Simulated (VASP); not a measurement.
Here is a VASP 6.6.1 calculation.

File POSCAR:

```
Lu
1.0
    3.5031000000      0.0000000000      0.0000000000
   -1.7515500000      3.0337740000      0.0000000000
    0.0000000000      0.0000000000      5.5509000000
Lu
2
Direct
    0.3333333333      0.6666666667      0.2500000000
    0.6666666667      0.3333333333      0.7500000000
```

The input INCAR.step1:

```
SYSTEM = Lu
PREC = Accurate ; ENCUT = 520
ISMEAR = 0 ; SIGMA = 0.05
LREAL = .FALSE. ; LASPH = .TRUE.
NELM = 80 ; NBANDS = 32
GGA = PE ; ALGO = Normal
EDIFF = 1E-4 ; LWAVE = .TRUE.
LCHARG = .FALSE.
```

INCAR.step2

```
SYSTEM = Lu
PREC = Accurate ; ENCUT = 520
EDIFF = 1E-7 ; ISMEAR = 0
SIGMA = 0.05 ; LREAL = .FALSE.
LASPH = .TRUE. ; NELM = 80
ALGO = Normal ; ISIF = 2
LWAVE = .FALSE. ; LCHARG = .FALSE.
METAGGA = R2SCAN ; LMIXTAU = .TRUE.
NBANDS = 32 ; ISTART = 1
```

KPOINTS

```
regular mesh
0
G
  7 7 4
  0 0 0
```

Potentials or basis: VASP PAW PBE potentials, release 64 (Lu).

Run with:

```bash
$ cat potpaw_PBE.64/Lu/POTCAR > POTCAR
$ cp INCAR.step1 INCAR
$ mpirun -np 1 vasp_std > vasp.out
$ cp INCAR.step2 INCAR
$ mpirun -np 1 vasp_std > vasp.out
```

Problem. Estimate the pressure.

Solution. -0.9 GPa.

Problem. What does it give for the band gap on the k mesh?

Solution. Zero (band 25 reaches 3.39 eV, above the bottom of band 26 at 1.54 eV).

Stress tensor (GPa, compression positive):
```
-0.26  0.00  0.00
 0.00 -0.26  0.00
 0.00  0.00 -2.06
```

Caveat: the PAW data sets were made with another functional, which shifts forces and pressure a little; spin-orbit coupling is left out, which moves the levels of the heavy elements.
